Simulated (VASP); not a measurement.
The system is La2O3.

```xyz
5
Lattice="6.2668 0.0000 0.0000 -3.1334 5.4272 0.0000 0.0000 0.0000 3.2998" Properties=species:S:1:pos:R:3 pbc="T T T"
La    0.0000    3.6181    1.6499
La    3.1334    1.8091    1.6499
O     1.5416    2.6701    0.0000
O    -1.5918    2.7571    0.0000
O     3.1836    0.0000    0.0000
```

Base run:

| Quantity | Value |
| --- | --- |
| Program | VASP 6.6.1 |
| Functional | PBEsol |
| Potentials or basis | VASP PAW PBE potentials, release 64 (La, O) |
| Cutoff | 520 eV |
| k mesh | 3 × 3 × 6 |
| Occupations | gaussian, width 0.01 eV |
| Spin | no spin polarisation |

Its results: band gap on the k mesh 1.46 eV, indirect (least direct gap 1.98 eV); pressure -1.2 GPa; largest force 0.062 eV/Å.

Task: The run is repeated on the same cell with these changes: functional from PBEsol to LDA; potentials or basis from VASP PAW PBE potentials, release 64 (La, O) to VASP PAW LDA potentials, release 64 (La, O). What comes out?

Result: Band gap on the k mesh 1.38 eV, indirect (least direct gap 1.90 eV); pressure -3.3 GPa; largest force 0.073 eV/Å.

Caveats: spin-orbit coupling is left out, which moves the levels of the heavy elements; the PAW data sets were made with another functional, which shifts forces and pressure a little (some runs).

A k mesh can miss the band edges.
